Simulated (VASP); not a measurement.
# TmSb2Cl2 (P4/mmm) in VASP: notebook

TmSb2Cl2 is run at these levels: PBE; tasks: relaxation of cell and atoms, single point.

All numbers are computed with VASP 6.6.1; they aren't measurements. Logs are shortened: lines on timing, memory, paths and dates and some standing lists are left out, and cuts for length are marked.

### 1 The cell of the first run

It takes space group P4/mmm (No. 123, tetragonal). Conventional cell: a = 4.854 Å, b = 4.854 Å, c = 6.584 Å, α = 90.00°, β = 90.00°, γ = 90.00°. Tm (site symmetry 4/mmm) has 8 Cl at 3.78 Å and 8 Sb at 4.09 Å and 4 Tm at 4.85 Å within 5.0 Å. Sb (site symmetry mmm) has 4 Cl at 2.97 Å and 4 Sb at 3.43 Å within 3.9 Å. Within 3.9 Å of Cl (site symmetry 4mm) lie 4 Sb at 2.97 Å and 2 Cl at 3.16 to 3.42 Å and 4 Tm at 3.78 Å.

The cell was generated, and may not be a known phase.

### 2 Relaxation of cell and atoms, PBE

Contents of INCAR:

```
PREC = Accurate ; ENCUT = 500
EDIFF = 1E-7 ; ISMEAR = 0
SIGMA = 0.1 ; LREAL = False
LASPH = True ; NELM = 200
ALGO = Normal ; ISIF = 3
LWAVE = False ; LCHARG = False
GGA = PE ; IBRION = 2
NSW = 90 ; EDIFFG = -0.04
GGA_COMPAT = False ; NELMIN = 4
LMAXMIX = 6
```

Contents of KPOINTS:

```
Automatic mesh
0
Gamma
  4 4 4
```

Contents of POSCAR:

```
TmSb2Cl2
1.0
    4.8536531200      0.0000000000      0.0000000000
    0.0000000000      4.8536531200      0.0000000000
    0.0000000000      0.0000000000      6.5838375500
Tm Sb Cl
1 2 2
Direct
    0.0000000000      0.0000000000      0.0000000000
    0.0000000000      0.5000000000      0.5000000000
    0.5000000000      0.0000000000      0.5000000000
    0.5000000000      0.5000000000      0.2399999900
    0.5000000000      0.5000000000      0.7600000100
```

Potentials or basis: VASP PAW PBE potentials, release 64 (Tm_3, Sb, Cl), 4f in core.

Command:

```
cat potpaw_PBE.64/Tm_3/POTCAR potpaw_PBE.64/Sb/POTCAR potpaw_PBE.64/Cl/POTCAR > POTCAR
mpirun -np 1 vasp_std > vasp.out
```

OUTCAR:

```text
PREC = Accurate
   ENCUT = 500
   EDIFF = 1E-7
   ISMEAR = 0
   LREAL = False
   LASPH = True
   NELM = 200
   ISIF = 3
   GGA = PE
   IBRION = 2
   NSW = 90
   EDIFFG = -0.04
   NELMIN = 4

 ion  position               nearest neighbor table
   1  0.000  0.000  0.000-
   2  0.000  0.500  0.500-   4 2.97   5 2.97   4 2.97   5 2.97   3 3.43   3 3.43   3 3.43   3 3.43

   3  0.500  0.000  0.500-   4 2.97   5 2.97   4 2.97   5 2.97   2 3.43   2 3.43   2 3.43   2 3.43

   4  0.500  0.500  0.240-   2 2.97   3 2.97   3 2.97   2 2.97
   5  0.500  0.500  0.760-   2 2.97   3 2.97   3 2.97   2 2.97

  LATTYP: Found a simple tetragonal cell.
 ALAT       =     4.8536531200
 C/A-ratio  =     1.3564705568

  Lattice vectors:

 A1 = (   4.8536531200,   0.0000000000,   0.0000000000)
 A2 = (   0.0000000000,   4.8536531200,   0.0000000000)
 A3 = (   0.0000000000,   0.0000000000,   6.5838375500)

Analysis of symmetry for initial positions (statically):
=====================================================================
 Subroutine PRICEL returns:
 Original cell was already a primitive cell.

 Routine SETGRP: Setting up the symmetry group for a
 simple tetragonal supercell.

 Subroutine GETGRP returns: Found 16 space group operations
 (whereof 16 operations were pure point group operations)
 out of a pool of 16 trial point group operations.

The static configuration has the point symmetry D_4h.

Analysis of symmetry for dynamics (positions and initial velocities):
=====================================================================
 Subroutine PRICEL returns:
 Original cell was already a primitive cell.

 Routine SETGRP: Setting up the symmetry group for a
 simple tetragonal supercell.

 Subroutine GETGRP returns: Found 16 space group operations
 (whereof 16 operations were pure point group operations)
 out of a pool of 16 trial point group operations.

The dynamic configuration has the point symmetry D_4h.

 Subroutine INISYM returns: Found 16 space group operations
 (whereof 16 operations are pure point group operations),
 and found     1 'primitive' translations

----------------------------------------------------------------------------------------

                                     Primitive cell

  volume of cell :     155.1017

  direct lattice vectors                    reciprocal lattice vectors
     4.853653120  0.000000000  0.000000000     0.206030381  0.000000000  0.000000000
     0.000000000  4.853653120  0.000000000     0.000000000  0.206030381  0.000000000
     0.000000000  0.000000000  6.583837550     0.000000000  0.000000000  0.151887101

  length of vectors
     4.853653120  4.853653120  6.583837550     0.206030381  0.206030381  0.151887101

  position of ions in fractional coordinates (direct lattice)
     0.000000000  0.000000000  0.000000000
     0.000000000  0.500000000  0.500000000
     0.500000000  0.000000000  0.500000000
     0.500000000  0.500000000  0.239999990
     0.500000000  0.500000000  0.760000010

  ion indices of the primitive-cell ions
   primitive index   ion index
                 1           1
                 2           2
                 3           3
                 4           4
                 5           5

----------------------------------------------------------------------------------------

 KPOINTS: Automatic mesh

Automatic generation of k-mesh.
 Grid dimensions read from file:
 generate k-points for:    4    4    4

 Generating k-lattice:

  Cartesian coordinates                     Fractional coordinates (reciprocal lattice)
     0.051507595  0.000000000  0.000000000     0.250000000  0.000000000  0.000000000
     0.000000000  0.051507595  0.000000000     0.000000000  0.250000000  0.000000000
     0.000000000  0.000000000  0.037971775     0.000000000  0.000000000  0.250000000

  Length of vectors
     0.051507595  0.051507595  0.037971775

  Shift w.r.t. Gamma in fractional coordinates (k-lattice)
     0.000000000  0.000000000  0.000000000

 Subroutine IBZKPT returns following result:
 ===========================================

 Found     18 irreducible k-points:

 Following reciprocal coordinates:
            Coordinates               Weight
  0.000000  0.000000  0.000000      1.000000
  0.250000  0.000000  0.000000      4.000000
  0.500000  0.000000  0.000000      2.000000
  0.250000  0.250000  0.000000      4.000000
  0.500000  0.250000  0.000000      4.000000
  0.500000  0.500000  0.000000      1.000000
[... 10 lines left out ...]
  0.500000  0.250000  0.500000      4.000000
  0.500000  0.500000  0.500000      1.000000
   k-points           NKPTS =     18   k-points in BZ     NKDIM =     18   number of bands    NBANDS=     20
   number of dos      NEDOS =    301   number of ions     NIONS =      5
   total plane-waves  NPLWV =  62208
   dimension x,y,z NGX =    36 NGY =   36 NGZ =   48
   dimension x,y,z NGXF=    72 NGYF=   72 NGZF=   96
   ions per type =               1   2   2
   NGX,Y,Z   is equivalent  to a cutoff of  12.33, 12.33, 12.12 a.u.
   NGXF,Y,Z  is equivalent  to a cutoff of  24.66, 24.66, 24.24 a.u.
 SYSTEM =  unknown system
   PREC   = accura    normal or accurate (medium, high low for compatibility)
   ISTART =      0    job   : 0-new  1-cont  2-samecut
   ICHARG =      2    charge: 1-file 2-atom 10-const
   ISPIN  =      1    spin polarized calculation?
   LNONCOLLINEAR =      F non collinear calculations
   LSORBIT =      F    spin-orbit coupling
   LASPH  =      T    aspherical Exc in radial PAW
   ENCUT  =  500.0 eV  36.75 Ry    6.06 a.u.   8.85  8.85 12.00*2*pi/ulx,y,z
   NELM   =    200;   NELMIN=  4; NELMDL= -5     # of ELM steps
   EDIFF  = 0.1E-06   stopping-criterion for ELM
   LREAL  =      F    real-space projection
   EDIFFG = -.4E-01   stopping-criterion for IOM
   NSW    =     90    number of steps for IOM
   IBRION =      2    ionic relax: 0-MD 1-quasi-New 2-CG
   NFREE  =      1    steps in history (QN), initial steepest desc. (CG)
   ISIF   =      3    stress and relaxation
   ISYM   =      2    0-nonsym 1-usesym 2-fastsym
   POTIM  = 0.5000    time-step for ionic-motion
   TEBEG  =    0.0;   TEEND  =   0.0 temperature during run
   PSTRESS=    0.0 pullay stress
   NELECT =      33.0000    total number of electrons
   NUPDOWN=      -1.0000    fix difference up-down
   EMIN   =  10.00;   EMAX   =-10.00  energy-range for DOS
   EFERMI =   0.00;   METHOD = LEGACY
   ISMEAR =     0;   SIGMA  =   0.10  broadening in eV -4-tet -1-fermi 0-gaus
   EFERMI_NEDOS =   21; number of points for ismear=-14 and -15
   IALGO  =     38    algorithm
   IMIX   =      4    mixing-type and parameters
     AMIX     =   0.40;   BMIX     =  1.00
     AMIX_MAG =   1.60;   BMIX_MAG =  1.00
  volume/ion in A,a.u.               =      31.02       209.34
  Fermi-wavevector in a.u.,A,eV,Ry     =   0.977329  1.846883 12.995894  0.955171
  Thomas-Fermi vector in A             =   2.108017
   LORBIT       =      0    0 simple, 1 ext, 2 COOP (PROOUT), +10 PAW based schemes
   GGA     = PE    functional components
   LHFCALC =     F    Hartree Fock is set to
   AEXX    =    0.0000 exact exchange contribution
   IVDW    =     0    specifies the selected vdW correction
   LEPSILON=     F    determine dielectric tensor
   LRPA    =     F    only Hartree local field effects (RPA)
 conjugate gradient relaxation of ions
 non-spin polarized calculation
 Gauss-broadening in eV      SIGMA  =   0.10
  energy-cutoff  :      500.00
  volume of cell :      155.10
 maximum number of plane-waves:      3984
 NGX is ok and might be reduce to    36
   NGX = 17   NGY = 17   NGZ = 25

--------------------------------------- Ionic step        1  -------------------------------------------

 number of electron      33.0000008 magnetization

 Free energy of the ion-electron system (eV)
  ---------------------------------------------------
  ext. energy  EPLUGINS =         0.00000000
  ---------------------------------------------------
  free energy    TOTEN  =       -15.39156355 eV

  energy without entropy =      -15.36668527  energy(sigma->0) =      -15.37912441

------------------------ aborting loop because EDIFF is reached ----------------------------------------

  FORCE on cell =-STRESS in cart. coord.  units (eV):
  Direction    XX          YY          ZZ          XY          YZ          ZX
  --------------------------------------------------------------------------------------
  -------------------------------------------------------------------------------------
  Total       -0.9693393     -0.9693393     -4.3871936      0.0000000      0.0000000      0.0000000
  in kB      -10.0131296    -10.0131296    -45.3190506      0.0000000      0.0000000      0.0000000
  external PRESSURE =     -21.7817699 kB  Pullay stress =       0.0000000 kB
[... 98 lines left out ...]
  FREE ENERGIE OF THE ION-ELECTRON SYSTEM (eV)
  ---------------------------------------------------
  free  energy   TOTEN  =       -15.6590389060 eV

  energy  without entropy=      -15.6464085165  energy(sigma->0) =      -15.65272371

 E-fermi :   5.6487     XC(G=0):  -9.4703

 val. band max:        5.6019636867   @ k =   0.5000   0.0000   0.2500
 cond. band min:       5.7060390100   @ k =   0.5000   0.0000   0.0000
 fundamental gap:      0.1040753232
 Fermi energy:         5.6486555674

 k-point     1 :       0.0000    0.0000    0.0000
  band No.  band energies     occupation
      1     -22.0420      2.00000
      2     -22.0420      2.00000
      3     -21.9713      2.00000
      4     -11.6164      2.00000
      5     -10.5272      2.00000
      6      -4.8785      2.00000
[... 12 lines left out ...]
     19       5.9225      0.00011
[... 375 lines left out ...]
      4     -11.0246      2.00000
      5     -10.9240      2.00000
      6      -4.3068      2.00000
[... 12 lines left out ...]
     19       7.0415      0.00000
     20       7.0702      0.00000

[... ionic steps 4 to 9 ...]

--------------------------------------- Ionic step       10  -------------------------------------------

 number of electron      33.0000006 magnetization

------------------------ aborting loop because EDIFF is reached ----------------------------------------

  FORCE on cell =-STRESS in cart. coord.  units (eV):
  Direction    XX          YY          ZZ          XY          YZ          ZX
  --------------------------------------------------------------------------------------
  -------------------------------------------------------------------------------------
  Total        0.2477898      0.2477898     -0.1629093      0.0000000     -0.0000000     -0.0000000
  in kB        2.7872289      2.7872289     -1.8324627      0.0000000     -0.0000000     -0.0000000
  external PRESSURE =       1.2473317 kB  Pullay stress =       0.0000000 kB
[... 63 lines left out ...]
  energy  without entropy=      -15.7098276815  energy(sigma->0) =      -15.72021479

--------------------------------------- Ionic step       12  -------------------------------------------

 number of electron      33.0000003 magnetization

 Free energy of the ion-electron system (eV)
  ---------------------------------------------------
  ext. energy  EPLUGINS =         0.00000000
  ---------------------------------------------------
  free energy    TOTEN  =       -15.73245464 eV

  energy without entropy =      -15.71160109  energy(sigma->0) =      -15.72202787

 E-fermi :   5.2412     XC(G=0):  -9.2976

 val. band max:        5.2312844206   @ k =   0.5000   0.5000   0.2500
 cond. band min:       5.2725431608   @ k =   0.2500   0.2500   0.2500
 fundamental gap:      0.0412587402
 Fermi energy:         5.2411588969

 k-point     1 :       0.0000    0.0000    0.0000
  band No.  band energies     occupation
      1     -22.4916      2.00000
      2     -22.4916      2.00000
      3     -22.4231      2.00000
      4     -11.7915      2.00000
      5     -10.5276      2.00000
      6      -4.9473      2.00000
[... 12 lines left out ...]
     19       5.7137      0.00000
[... 422 lines left out ...]
  FREE ENERGIE OF THE ION-ELECTRON SYSTEM (eV)
  ---------------------------------------------------
  free  energy   TOTEN  =       -15.7324546363 eV

  energy  without entropy=      -15.7116010950  energy(sigma->0) =      -15.72202787

 reached required accuracy - stopping structural energy minimisation
```

Run time: 5.7 min. Hardware: 1 thread of Intel Xeon Platinum 8488C (Sapphire Rapids), shared host; peak memory 0.29 GiB.

Results:

| Quantity | Value |
| --- | --- |
| Free energy | -15.7325 eV |
| Relaxed volume | 28.57 Å³/atom |
| Relaxed cell | a = 4.954 Å, b = 4.954 Å, c = 5.820 Å, α = 90.00°, β = 90.00°, γ = 90.00° |
| Space group after relaxing (to 0.1 Å) | P4/mmm (No. 123) |
| Energy gained by relaxing | 68.2 meV/atom |
| Ionic steps | 12 |
| Pressure after relaxing | 0.0 GPa |
| Largest force after relaxing | 0.005 eV/Å |
| Band gap on the k mesh | zero (an odd number of electrons rules out a gap without spin polarisation) |

Forces on the atoms (eV/Å):
```
Tm   0.000  0.000  0.000
Sb   0.000  0.000  0.000
Sb   0.000  0.000  0.000
Cl   0.000  0.000  0.005
Cl   0.000  0.000 -0.005
```

The path:
| step | energy change (eV) | largest force (eV/Å) | pressure (GPa) | volume (Å³) |
| --- | --- | --- | --- | --- |
| 1 | 0.0000 | 0.5292 | -2.18 | 155.10 |
| 2 | -0.1960 | 0.5237 | -0.74 | 145.77 |
| 3 | -0.2675 | 0.4169 | 1.06 | 138.54 |
| 4 | -0.2686 | 0.3874 | 1.40 | 137.44 |
| 5 | -0.3111 | 0.3554 | 0.72 | 139.02 |
| 6 | -0.3127 | 0.2282 | 0.80 | 138.79 |
| 7 | -0.3253 | 0.1629 | -0.10 | 142.01 |
| 8 | -0.3256 | 0.1532 | -0.25 | 142.58 |
| 9 | -0.3320 | 0.0828 | -0.16 | 142.55 |
| 10 | -0.3387 | 0.1405 | 0.12 | 142.44 |
| 11 | -0.3390 | 0.0862 | 0.06 | 142.47 |
| 12 | -0.3409 | 0.0047 | -0.03 | 142.84 |

Final structure:
```
CELL_PARAMETERS angstrom
4.95411 0.00000 0.00000
0.00000 4.95411 0.00000
0.00000 0.00000 5.81988
ATOMIC_POSITIONS crystal
Tm 0.00000 0.00000 0.00000
Sb 0.00000 0.50000 0.50000
Sb 0.50000 0.00000 0.50000
Cl 0.50000 0.50000 0.23715
Cl 0.50000 0.50000 0.76285
```

Caveat: spin-orbit coupling is left out, which moves the levels of the heavy elements; the 4f electrons are frozen in the core, so they carry no moment and show no levels; an odd number of electrons without spin polarisation forces a metal; a magnetic or distorted state may lie lower; the run has no spin polarisation, though such a crystal can be magnetic. Spin polarisation is off, so any magnetic state and its effect on volume and gap are missing.

(Continued in part 2 of 2.)

The gap in the log of VASP goes by the Fermi energy; the results here count the filled bands.